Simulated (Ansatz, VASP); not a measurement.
One calculation of Si, two programs

POSCAR

```
Si
1.0
    2.5419265304      0.0000000000      0.0000000000
   -1.2709632652      2.2013729499      0.0000000000
    0.0000000000      0.0000000000      2.5033497058
Si
1
Direct
    0.0000000000      0.0000000000      0.0000000000
```

The input INCAR.step1:

```
SYSTEM = Si
PREC = Accurate ; ENCUT = 520
ISMEAR = 0 ; SIGMA = 0.15
LREAL = .False. ; LASPH = .True.
NELM = 100 ; NBANDS = 8
GGA = PE ; ALGO = Normal
EDIFF = 1E-4 ; LWAVE = .True.
LCHARG = .False.
```

Contents of INCAR.step2:

```
SYSTEM = Si
PREC = Accurate ; ENCUT = 520
EDIFF = 1E-6 ; ISMEAR = 0
SIGMA = 0.15 ; LREAL = .False.
LASPH = .True. ; NELM = 100
ALGO = Normal ; ISIF = 2
LWAVE = .False. ; LCHARG = .False.
METAGGA = R2SCAN ; LMIXTAU = .True.
NBANDS = 8 ; ISTART = 1
```

The input KPOINTS:

```
regular mesh
0
Gamma
  24 24 20
  0 0 0
```

Input for Ansatz:

```yaml
crystal:
  lattice:
    - [2.5419265304, 0.0, 0.0]
    - [-1.2709632652, 2.2013729499, 0.0]
    - [0.0, 0.0, 2.5033497058]
  atoms:
    - { symbol: Si, position: [0.0, 0.0, 0.0] }
basis:
  ecutwfc: 500
kpoints:
  mp_grid: { grid: [24, 24, 20] }
hamiltonian:
  xc: r2scan
scf:
  occupations: { method: gaussian, width: 0.15 }
output:
  forces: true
  stress: true
  eigenvalues: true
```

Change from the starting cell: strain -0.030 along x and y, +0.015 along z, atoms carried along.

Alike in both runs: task single point; functional r2SCAN; k mesh 24 × 24 × 20; occupations gaussian, width 0.15 eV; no spin polarisation.

|  | VASP | Ansatz |
| --- | --- | --- |
| version | VASP 6.6.1 | Ansatz 0.2.0 |
| potentials or method | VASP PAW PBE potentials, release 64 (Si), cutoff 520 eV | scalar-relativistic, plane waves, PAW |
| valence electrons in the cell | 4 | 4 |

|  | VASP | Ansatz | Ansatz less VASP |
| --- | --- | --- | --- |
| gap on the k mesh at the Fermi level (eV) | none | none | - |
| pressure (GPa) | 8.0 | 8.1 | +0.09 |
| traceless stress, the component that is largest in VASP (GPa) | -8.60 | -8.55 | +0.051 |

VASP's potentials were made for PBE, not for r2SCAN. A gap of «none» marks a metal or a gap that the smearing closes.
